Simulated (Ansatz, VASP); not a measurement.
**Two plane-wave programs on TiC**

```
CELL_PARAMETERS angstrom
0.06759 2.15872 2.10561
2.29408 -0.01892 2.19211
2.20083 2.15197 0.07433
ATOMIC_POSITIONS crystal
Ti 0.00636 0.00065 0.99767
C 0.51358 0.50020 0.49826
```

Alike in both runs: task single point; functional LDA; k mesh 8 × 8 × 8; no spin polarisation.

|  | VASP | Ansatz |
| --- | --- | --- |
| version | VASP 6.6.1 | Ansatz 0.2.0 |
| potentials or method | VASP PAW LDA potentials, release 64 (Ti_sv, C), cutoff 600 eV | plane waves, PAW |
| occupations | methfessel-paxton of order 1, width 0.1 eV | methfessel-paxton of order 1 |
| valence electrons in the cell | 16 | 16 |

|  | VASP | Ansatz | Ansatz less VASP |
| --- | --- | --- | --- |
| pressure (GPa) | -9.9 | -10.4 | -0.48 |
| traceless stress, the component that is largest in VASP (GPa) | -13.01 | -13.07 | -0.054 |
| rms of the force components (eV/Å) | 0.132 | 0.130 | -0.0013 |

LDA's correlation is that of Perdew and Zunger in VASP and of Perdew and Wang (1992) in Ansatz. Atom by atom the forces differ by 0.001 eV/Å (rms over components). Ansatz's warnings: stress scf threshold loose.
